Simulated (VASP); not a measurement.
Set up this calculation in VASP 6.6.1, as the native input.

```yaml
Task: single point
Functional: LDA
Potentials_or_basis: VASP PAW LDA potentials, release 64 (Sc_sv, Pd)
Cutoff: 520 eV
k_mesh: 3 × 3 × 1
Occupations: fermi-dirac, width 0.15 eV
Spin: no spin polarisation
Dipole_correction: no
Further_INCAR_settings: ALGO = Normal; EDIFF = 1e-06; NBANDS = 83
```

The structure of Sc12Pd lies in POSCAR:

```
Sc12Pd
1.0
    6.6200000000      0.0000000000      0.0000000000
    3.3100000000      5.7330880000      0.0000000000
    0.0000000000      0.0000000000     18.2761400000
Sc Pd
12 1
Direct
    0.0000000000      0.0000000000      0.0547160943
    0.5000000000      0.0000000000      0.0547160943
    0.0000000000      0.5000000000      0.0547160943
    0.5000000000      0.5000000000      0.0547160943
   -0.1563272937      0.3200186357      0.1845542877
    0.3373100572      0.3332279218      0.1816500092
   -0.1680997945      0.8388603140      0.1873894050
    0.3361332228      0.8388770589      0.1873253871
    0.0285112000     -0.0442798017      0.3287971092
    0.4939326351      0.0245265728      0.3252775477
    0.0087345860      0.4921492571      0.3128853795
    0.5137875763      0.4925465997      0.3122510005
    0.2511558335      0.5132998133      0.4104356828
```

One way to write it, as run:

INCAR

```
PREC = Accurate
ENCUT = 520
EDIFF = 1E-6
ISMEAR = -1
SIGMA = 0.15
LREAL = F
LASPH = T
NELM = 100
ALGO = Normal
ISIF = 2
LWAVE = F
LCHARG = F
NBANDS = 83
```

KPOINTS

```
Automatic mesh
0
Gamma
  3 3 1
```

Potentials or basis: VASP PAW LDA potentials, release 64 (Sc_sv, Pd).

Run with:

```sh
$ cat potpaw_LDA.64/Sc_sv/POTCAR potpaw_LDA.64/Pd/POTCAR > POTCAR
$ mpirun -np 1 vasp_std > vasp.out
```

Results of the run:

The largest force is 0.104 eV/Å. The band gap on the k mesh is zero (bands 71 and 72 overlap by 0.08 eV).

Caveat: the k points lie up to 0.37 Å⁻¹ apart; there is no dipole correction, which matters where the two faces differ.

Wall time 24 min on 1 thread of Intel(R) Xeon(R) Platinum 8259CL CPU @ 2.50GHz (Skylake/Cascade Lake) (shared host), peak memory 0.65 GiB.
